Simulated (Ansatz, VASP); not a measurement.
SiC in VASP and in Ansatz

File INCAR:

```
  PREC = Accurate
  ENCUT = 520
  EDIFF = 1E-6
  ISMEAR = -1
  SIGMA = 0.02
  LREAL = False
  LASPH = True
  NELM = 80
  ALGO = Normal
  ISIF = 2
  LWAVE = False
  LCHARG = True
  GGA = PE
  LELF = True
  LVHAR = True
  NBANDS = 26
```

KPOINTS

```
Automatic mesh
0
Gamma
  12 12 4
```

File POSCAR:

```
SiC
1.0
    3.1698816840      0.0000000000      0.0000000000
   -1.5849408420      2.7451980654      0.0000000000
    0.0000000000      0.0000000000     10.3790244696
Si C
4 4
Direct
    0.0000000000      0.0000000000     -0.0000981281
    0.3333333333      0.6666666667      0.2498281258
    0.0000000000      0.0000000000      0.4999018719
    0.6666666667      0.3333333333      0.7498281258
    0.0000000000      0.0000000000      0.1872691227
    0.3333333333      0.6666666667      0.4380008796
    0.0000000000      0.0000000000      0.6872691227
    0.6666666667      0.3333333333      0.9380008796
```

Input for Ansatz:

```yaml
crystal:
  lattice:
    - [3.169881684, 0.0, 0.0]
    - [-1.584940842, 2.7451980654, 0.0]
    - [0.0, 0.0, 10.3790244696]
  atoms:
    - { symbol: Si, position: [0.0, 0.0, -9.81281e-05] }
    - { symbol: Si, position: [0.3333333333, 0.6666666667, 0.2498281258] }
    - { symbol: Si, position: [0.0, 0.0, 0.4999018719] }
    - { symbol: Si, position: [0.6666666667, 0.3333333333, 0.7498281258] }
    - { symbol: C, position: [0.0, 0.0, 0.1872691227] }
    - { symbol: C, position: [0.3333333333, 0.6666666667, 0.4380008796] }
    - { symbol: C, position: [0.0, 0.0, 0.6872691227] }
    - { symbol: C, position: [0.6666666667, 0.3333333333, 0.9380008796] }
kpoints:
  mp_grid: { grid: [12, 12, 4] }
  band_path:
    path:
      - [0.0, 0.0, 0.0]
      - [0.5, 0.0, 0.0]
      - [0.3333333333, 0.3333333333, 0.0]
      - [0.0, 0.0, 0.5]
      - [0.5, 0.0, 0.5]
      - [0.3333333333, 0.3333333333, 0.5]
      - [0.0, 0.5, 0.0]
    npoints: 1
hamiltonian:
  xc: pbe
scf:
  occupations: { method: fermi_dirac, width: 0.02 }
  n_extra_bands: 6
output:
  forces: true
  stress: true
  eigenvalues: true
```

Change from the starting cell: hydrostatic strain +3.0%.

Alike in both runs: task single point; functional PBE; k mesh 12 × 12 × 4; occupations fermi-dirac, width 0.02 eV; no spin polarisation.

|  | VASP | Ansatz |
| --- | --- | --- |
| version | VASP 6.6.1 | Ansatz 0.2.0 |
| potentials or method | VASP PAW PBE potentials, release 64 (Si, C) | plane waves, PAW |
| plane-wave cutoff (eV) | 520 | 420 |
| valence electrons in the cell | 32 | 32 |

|  | VASP | Ansatz | Ansatz less VASP |
| --- | --- | --- | --- |
| gap on the k mesh at the Fermi level (eV) | 2.20 | 2.20 | +0.001 |
| pressure (GPa) | -13.4 | -13.4 | +0.02 |
| traceless stress, the component that is largest in VASP (GPa) | 0.07 | 0.07 | 0.000 |
| rms of the force components (eV/Å) | 0.003 | 0.003 | +0.0003 |

Atom by atom the forces differ by 0.000 eV/Å (rms over components).
